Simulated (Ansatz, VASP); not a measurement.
## WC in VASP and in Ansatz

INCAR

```
SYSTEM = WC
  ALGO = Normal
  EDIFF = 1E-7
  ENCUT = 520
  GGA = PS
  ISIF = 2
  ISMEAR = 0
  LASPH = .TRUE.
  LCHARG = .TRUE.
  LELF = .TRUE.
  LREAL = .FALSE.
  LVHAR = .TRUE.
  LWAVE = .FALSE.
  NBANDS = 16
  NELM = 100
  PREC = Accurate
  SIGMA = 0.15
```

Contents of KPOINTS:

```
k-points
0
G
  18 18 18
  0 0 0
```

The input POSCAR:

```
WC
1.0
    0.0000000000      2.0830498000      2.0830498000
    2.0830498000      0.0000000000      2.0830498000
    2.0830498000      2.0830498000      0.0000000000
W C
1 1
Direct
    0.0000000000      0.0000000000      0.0000000000
    0.5000000000      0.5000000000      0.5000000000
```

Input for Ansatz:

```yaml
crystal:
  lattice:
    - [0.0, 2.0830498, 2.0830498]
    - [2.0830498, 0.0, 2.0830498]
    - [2.0830498, 2.0830498, 0.0]
  atoms:
    - { symbol: W, position: [0.0, 0.0, 0.0] }
    - { symbol: C, position: [0.5, 0.5, 0.5] }
basis:
  ecutwfc: 420
kpoints:
  mp_grid: { grid: [18, 18, 18] }
hamiltonian:
  xc: pbesol
scf:
  occupations: { method: gaussian, width: 0.15 }
output:
  forces: true
  stress: true
  eigenvalues: true
```

Change from the starting cell: strain -0.050 along x and y, -0.050 along z, atoms carried along.

Alike in both runs: task single point; functional PBEsol; k mesh 18 × 18 × 18; occupations gaussian, width 0.15 eV; no spin polarisation.

|  | VASP | Ansatz |
| --- | --- | --- |
| version | VASP 6.6.1 | Ansatz 0.2.0 |
| potentials or method | VASP PAW PBE potentials, release 64 (W_sv, C), cutoff 520 eV | scalar-relativistic, plane waves, PAW |
| valence electrons in the cell | 18 | 18 |

Ansatz gave:

| Item | Value |
| --- | --- |
| gap on the k mesh at the Fermi level (eV) | none |
| pressure (GPa) | 64.5 |

Task: Which values does VASP return?

Result: gap on the k mesh at the Fermi level (eV): none; pressure (GPa): 66.5.

VASP's potentials were made for PBE, not for PBEsol. A gap of «none» marks a metal or a gap that the smearing closes. Both programs put the cell under a high pressure, so it lies far from rest at this level.

Spin-orbit coupling is off throughout. Noted on VASP's run: the cell as given lies far from equilibrium.
